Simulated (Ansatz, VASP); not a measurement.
Two plane-wave programs on Si3C2

```
CELL_PARAMETERS angstrom
2.91835 0.00000 0.00000
-1.45918 2.52737 0.00000
0.00000 0.00000 14.25581
ATOMIC_POSITIONS crystal
Si 0.33333 0.66667 0.41544
Si 0.33333 0.66667 0.58456
Si 0.66667 0.33333 0.91311
Si 0.66667 0.33333 0.08689
Si 0.66667 0.33333 0.26224
Si 0.66667 0.33333 0.73776
C 0.33333 0.66667 0.80182
C 0.33333 0.66667 0.00000
C 0.33333 0.66667 0.19818
C 0.66667 0.33333 0.50000
```

Alike in both runs: functional PBE; k mesh 6 × 6 × 1; occupations gaussian, width 0.1 eV; no spin polarisation.

Ansatz relaxed the structure, and its values are those at the end. VASP's run is a single point on that final structure, the one shown.

|  | VASP | Ansatz |
| --- | --- | --- |
| version | VASP 6.6.1 | Ansatz 0.2.0 |
| potentials or method | VASP PAW PBE potentials, release 64 (Si, C), cutoff 520 eV | scalar-relativistic, plane waves, PAW |
| valence electrons in the cell | 40 | 40 |

```tsv
	VASP	Ansatz	Ansatz less VASP
gap on the k mesh at the Fermi level (eV)	none	none	-
pressure (GPa)	0.1	0.1	-0.04
rms of the force components (eV/Å)	0.003	0.005	+0.0020
```

A gap of «none» marks a metal or a gap that the smearing closes.

The k mesh is coarse, so the values compare programs but aren't converged.
